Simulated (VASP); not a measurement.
Set up this calculation in VASP 6.6.1, as the native input.

- Task: single point
- Functional: PBE
- Potentials or basis: VASP PAW PBE potentials, release 64 (Ga_d, Sn_d, H)
- Cutoff: 520 eV
- k mesh: 4 × 4 × 4
- Occupations: gaussian, width 0.1 eV
- Spin: no spin polarisation
- Dipole correction: no
- Further INCAR settings: ALGO = Normal; EDIFF = 1e-07; NBANDS = 33

The structure of Ga2SnH6 lies in POSCAR:

```
Ga2SnH6
1.0
    0.0000000000      3.7657707860      3.7657707860
    3.7657707860      0.0000000000      3.7657707860
    3.7657707860      3.7657707860      0.0000000000
Ga Sn H
2 1 6
Direct
    0.7500000000      0.7500000000      0.7500000000
    0.2500000000      0.2500000000      0.2500000000
    0.0000000000      0.0000000000      0.0000000000
    0.5000000000      0.0000000000      0.0000000000
    0.0000000000      0.5000000000      0.0000000000
    0.0000000000      0.0000000000      0.5000000000
    0.0000000000      0.5000000000      0.5000000000
    0.5000000000      0.0000000000      0.5000000000
    0.5000000000      0.5000000000      0.0000000000
```

These files were run (other wordings do the same):

INCAR

```
PREC = Accurate
ENCUT = 520
EDIFF = 1E-7
ISMEAR = 0
SIGMA = 0.1
LREAL = F
LASPH = T
NELM = 80
ALGO = Normal
ISIF = 2
LWAVE = F
LCHARG = F
GGA = PE
NBANDS = 33
```

KPOINTS

```
Automatic mesh
0
Gamma
  4 4 4
```

Potentials or basis: VASP PAW PBE potentials, release 64 (Ga_d, Sn_d, H).

The run is started by

```sh
$ cat potpaw_PBE.64/Ga_d/POTCAR potpaw_PBE.64/Sn_d/POTCAR potpaw_PBE.64/H/POTCAR > POTCAR
$ mpirun -np 1 vasp_std > vasp.out
```

Results of the run:

- Pressure: -0.1 GPa
- Band gap on the k mesh: zero (bands 23 and 24 overlap by 3.48 eV)

Caveat: the k points lie up to 0.36 Å⁻¹ apart, too coarse for converged energies and pressures of a metal; spin-orbit coupling is left out, which moves the levels of the heavy elements.

It took 25 s on 1 thread of Intel(R) Xeon(R) 6975P-C (Granite Rapids), on a shared host, peak memory 0.23 GiB.
